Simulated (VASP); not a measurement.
# HfC (rock salt type) in VASP: notebook

HfC (rock salt type) is run at these levels: PBE, HSE06; tasks: single point.

Program: VASP 6.6.1. These are calculated values, not measurements. Logs are shortened: lines on timing, memory, paths and dates and some standing lists are left out, and cuts for length are marked.

### Step 1. The cell of the first run

It takes space group Fm-3m (No. 225, cubic). The conventional cell has a = 4.650 Å, b = 4.650 Å, c = 4.650 Å, α = 90.00°, β = 90.00°, γ = 90.00°. Hf (site symmetry m-3m) has 6 C at 2.33 Å within 3.1 Å. Within 3.1 Å of C (site symmetry m-3m) lie 6 Hf at 2.33 Å.

### Step 2. Single point, PBE

File INCAR:

```
SYSTEM = HfC
ALGO = Normal
EDIFF = 1E-6
ENCUT = 520
GGA = PE
ISIF = 2
ISMEAR = -1
LASPH = .True.
LCHARG = .False.
LREAL = .False.
LWAVE = .False.
NBANDS = 14
NELM = 60
PREC = Accurate
SIGMA = 0.1
```

File KPOINTS:

```
k-points
0
Gamma
  8 8 8
  0 0 0
```

File POSCAR:

```
HfC
1.0
    0.0000000000      2.3250000000      2.3250000000
    2.3250000000      0.0000000000      2.3250000000
    2.3250000000      2.3250000000      0.0000000000
Hf C
1 1
Direct
    0.0000000000      0.0000000000      0.0000000000
    0.5000000000      0.5000000000      0.5000000000
```

Potentials or basis: VASP PAW PBE potentials, release 64 (Hf_pv, C).

The run is started by

```console
cat potpaw_PBE.64/Hf_pv/POTCAR potpaw_PBE.64/C/POTCAR > POTCAR
mpirun -np 1 vasp_std > vasp.out
```

OUTCAR:

```text
SYSTEM = HfC
   EDIFF = 1E-6
   ENCUT = 520
   GGA = PE
   ISIF = 2
   ISMEAR = -1
   LASPH = .True.
   LREAL = .False.
   NELM = 60
   PREC = Accurate

 ion  position               nearest neighbor table
   1  0.000  0.000  0.000-   2 2.33   2 2.33   2 2.33   2 2.33   2 2.33   2 2.33
   2  0.500  0.500  0.500-   1 2.33   1 2.33   1 2.33   1 2.33   1 2.33   1 2.33

  LATTYP: Found a face centered cubic cell.
 ALAT       =     4.6500000000

  Lattice vectors:

 A1 = (   0.0000000000,   2.3250000000,   2.3250000000)
 A2 = (   2.3250000000,   0.0000000000,   2.3250000000)
 A3 = (   2.3250000000,   2.3250000000,   0.0000000000)

Analysis of symmetry for initial positions (statically):
=====================================================================
 Subroutine PRICEL returns:
 Original cell was already a primitive cell.

 Routine SETGRP: Setting up the symmetry group for a
 face centered cubic supercell.

 Subroutine GETGRP returns: Found 48 space group operations
 (whereof 48 operations were pure point group operations)
 out of a pool of 48 trial point group operations.

The static configuration has the point symmetry O_h .

Analysis of symmetry for dynamics (positions and initial velocities):
=====================================================================
 Subroutine PRICEL returns:
 Original cell was already a primitive cell.

 Routine SETGRP: Setting up the symmetry group for a
 face centered cubic supercell.

 Subroutine GETGRP returns: Found 48 space group operations
 (whereof 48 operations were pure point group operations)
 out of a pool of 48 trial point group operations.

The dynamic configuration has the point symmetry O_h .

 Subroutine INISYM returns: Found 48 space group operations
 (whereof 48 operations are pure point group operations),
 and found     1 'primitive' translations

----------------------------------------------------------------------------------------

                                     Primitive cell

  volume of cell :      25.1362

  direct lattice vectors                    reciprocal lattice vectors
     0.000000000  2.325000000  2.325000000    -0.215053763  0.215053763  0.215053763
     2.325000000  0.000000000  2.325000000     0.215053763 -0.215053763  0.215053763
     2.325000000  2.325000000  0.000000000     0.215053763  0.215053763 -0.215053763

  length of vectors
     3.288046533  3.288046533  3.288046533     0.372484045  0.372484045  0.372484045

  position of ions in fractional coordinates (direct lattice)
     0.000000000  0.000000000  0.000000000
     0.500000000  0.500000000  0.500000000

  ion indices of the primitive-cell ions
   primitive index   ion index
                 1           1
                 2           2

----------------------------------------------------------------------------------------

 KPOINTS: k-points

Automatic generation of k-mesh.
 Grid dimensions read from file:
 generate k-points for:    8    8    8

 Generating k-lattice:

  Cartesian coordinates                     Fractional coordinates (reciprocal lattice)
    -0.026881720  0.026881720  0.026881720     0.125000000  0.000000000  0.000000000
     0.026881720 -0.026881720  0.026881720     0.000000000  0.125000000  0.000000000
     0.026881720  0.026881720 -0.026881720     0.000000000  0.000000000  0.125000000

  Length of vectors
     0.046560506  0.046560506  0.046560506

  Shift w.r.t. Gamma in fractional coordinates (k-lattice)
     0.000000000  0.000000000  0.000000000

 Subroutine IBZKPT returns following result:
 ===========================================

 Found     29 irreducible k-points:

 Following reciprocal coordinates:
            Coordinates               Weight
  0.000000  0.000000  0.000000      1.000000
  0.125000  0.000000  0.000000      8.000000
  0.250000  0.000000  0.000000      8.000000
  0.375000  0.000000  0.000000      8.000000
  0.500000  0.000000  0.000000      4.000000
  0.125000  0.125000  0.000000      6.000000
[... 16 lines left out ...]
  0.500000  0.250000  0.125000     48.000000
 -0.375000  0.250000  0.125000     24.000000
 [... further k-points ...]
   k-points           NKPTS =     29   k-points in BZ     NKDIM =     29   number of bands    NBANDS=     14
   number of dos      NEDOS =    301   number of ions     NIONS =      2
   total plane-waves  NPLWV =  13824
   dimension x,y,z NGX =    24 NGY =   24 NGZ =   24
   dimension x,y,z NGXF=    48 NGYF=   48 NGZF=   48
   ions per type =               1   1
   NGX,Y,Z   is equivalent  to a cutoff of  12.13, 12.13, 12.13 a.u.
   NGXF,Y,Z  is equivalent  to a cutoff of  24.27, 24.27, 24.27 a.u.
 SYSTEM =  HfC
   PREC   = accura    normal or accurate (medium, high low for compatibility)
   ISTART =      0    job   : 0-new  1-cont  2-samecut
   ICHARG =      2    charge: 1-file 2-atom 10-const
   ISPIN  =      1    spin polarized calculation?
   LNONCOLLINEAR =      F non collinear calculations
   LSORBIT =      F    spin-orbit coupling
[... 24 lines left out ...]
  volume/ion in A,a.u.               =      12.57        84.81
  Fermi-wavevector in a.u.,A,eV,Ry     =   1.346949  2.545365 24.684672  1.814272
  Thomas-Fermi vector in A             =   2.474740
   LORBIT       =      0    0 simple, 1 ext, 2 COOP (PROOUT), +10 PAW based schemes
   GGA     = PE    functional components
   LHFCALC =     F    Hartree Fock is set to
   AEXX    =    0.0000 exact exchange contribution
   IVDW    =     0    specifies the selected vdW correction
   LEPSILON=     F    determine dielectric tensor
   LRPA    =     F    only Hartree local field effects (RPA)
 non-spin polarized calculation
  energy-cutoff  :      520.00
  volume of cell :       25.14
 maximum number of plane-waves:       700
   NGX = 13   NGY = 13   NGZ = 13

 number of electron      14.0000000 magnetization

 Free energy of the ion-electron system (eV)
  ---------------------------------------------------
  ext. energy  EPLUGINS =         0.00000000
  ---------------------------------------------------
  free energy    TOTEN  =       -21.04654296 eV

  energy without entropy =      -21.03663954  energy(sigma->0) =      -21.04159125

 E-fermi :   5.8944     XC(G=0): -12.2851

 val. band max:        5.8564991275   @ k =   0.5000   0.5000   0.0000
 cond. band min:       5.9349885382   @ k =   0.1250   0.1250   0.0000
 fundamental gap:      0.0784894107
 Fermi energy:         5.8943606634

 k-point     1 :       0.0000    0.0000    0.0000
  band No.  band energies     occupation
      1     -23.6181      2.00000
      2     -23.6181      2.00000
      3     -23.6181      2.00000
      4      -6.3558      2.00000
      5       6.9534      0.00005
      6       6.9534      0.00005
      7       6.9534      0.00005
      8       7.3450      0.00000
      9       7.3450      0.00000
     10       7.3450      0.00000
     11       9.3443      0.00000
     12       9.3443      0.00000
     13      12.7817      0.00000
     14      16.9539      0.00000

 k-point     2 :       0.1250    0.0000    0.0000
  band No.  band energies     occupation
      1     -23.7231      2.00000
      2     -23.6283      2.00000
      3     -23.6283      2.00000
      4      -5.9697      2.00000
      5       5.1477      1.99886
      6       5.6435      1.84951
      7       5.6435      1.84950
      8       7.9021      0.00000
      9       7.9021      0.00000
     10       8.2597      0.00000
     11      10.9038      0.00000
     12      10.9038      0.00000
     13      13.5987      0.00000
     14      18.0071      0.00000

 k-point     3 :       0.2500    0.0000    0.0000
  band No.  band energies     occupation
      1     -23.9672      2.00000
      2     -23.6526      2.00000
      3     -23.6526      2.00000
      4      -4.9301      2.00000
      5       2.9207      2.00000
      6       4.2072      2.00000
      7       4.2072      2.00000
      8       8.9441      0.00000
      9       8.9994      0.00000
     10       8.9994      0.00000
     11      13.4916      0.00000
     12      13.4916      0.00000
     13      14.9579      0.00000
     14      19.6958      0.00000
[... 324 lines left out ...]
 k-point    23 :       0.5000    0.2500    0.1250
  band No.  band energies     occupation
      1     -24.1388      2.00000
      2     -23.8446      2.00000
      3     -23.7248      2.00000
      4      -3.5864      2.00000
      5       1.3231      2.00000
      6       3.3592      2.00000
      7       3.7054      2.00000
      8       8.5722      0.00000
      9      11.3696      0.00000
     10      11.6554      0.00000
     11      13.2769      0.00000
     12      15.2887      0.00000
     13      17.6241      0.00000
     14      18.9730      0.00000

 k-point    24 :      -0.3750    0.2500    0.1250
  band No.  band energies     occupation
      1     -24.1919      2.00000
      2     -23.8624      2.00000
      3     -23.7453      2.00000
      4      -3.2067      2.00000
      5       0.9757      2.00000
      6       3.1953      2.00000
      7       3.4748      2.00000
      8       9.8470      0.00000
      9      10.1632      0.00000
     10      11.9877      0.00000
     11      14.8353      0.00000
     12      15.4826      0.00000
     13      16.9498      0.00000
     14      19.2160      0.00000

 [... further k-points ...]
[... 5 lines left out ...]
  --------------------------------------------------------------------------------------
  -------------------------------------------------------------------------------------
  Total       -0.0706161     -0.0706161     -0.0706161      0.0000000      0.0000000     -0.0000000
  in kB       -4.5010653     -4.5010653     -4.5010653      0.0000000      0.0000000     -0.0000000
  external PRESSURE =      -4.5010653 kB  Pullay stress =       0.0000000 kB

 VOLUME and BASIS-vectors are now :
 -----------------------------------------------------------------------------
  energy-cutoff  :      520.00
  volume of cell :       25.14
      direct lattice vectors                 reciprocal lattice vectors
     0.000000000  2.325000000  2.325000000    -0.215053763  0.215053763  0.215053763
     2.325000000  0.000000000  2.325000000     0.215053763 -0.215053763  0.215053763
     2.325000000  2.325000000  0.000000000     0.215053763  0.215053763 -0.215053763

 POSITION                                       TOTAL-FORCE (eV/Angst)
 -----------------------------------------------------------------------------------
      0.00000      0.00000      0.00000         0.000000     -0.000000      0.000000
      2.32500      2.32500      2.32500         0.000000      0.000000      0.000000
 -----------------------------------------------------------------------------------
    total drift:                                0.000000     -0.000000     -0.000000

  FREE ENERGIE OF THE ION-ELECTRON SYSTEM (eV)
  ---------------------------------------------------
  free  energy   TOTEN  =       -21.0465429560 eV

  energy  without entropy=      -21.0366395385  energy(sigma->0) =      -21.04159125
```

Wall time 8.1 s (1 thread of AMD EPYC 7R13 (Zen 3), shared host); peak memory 0.11 GiB.

Results:

```yaml
Free_energy: -21.0465 eV
Pressure: -0.5 GPa
Band_gap_on_the_k_mesh: zero (band 7 reaches 6.95 eV, above the bottom of band 8 at 5.53 eV)
```

Caveat: spin-orbit coupling is left out, which moves the levels of the heavy elements.

(Part 1 of 2 ends here.)
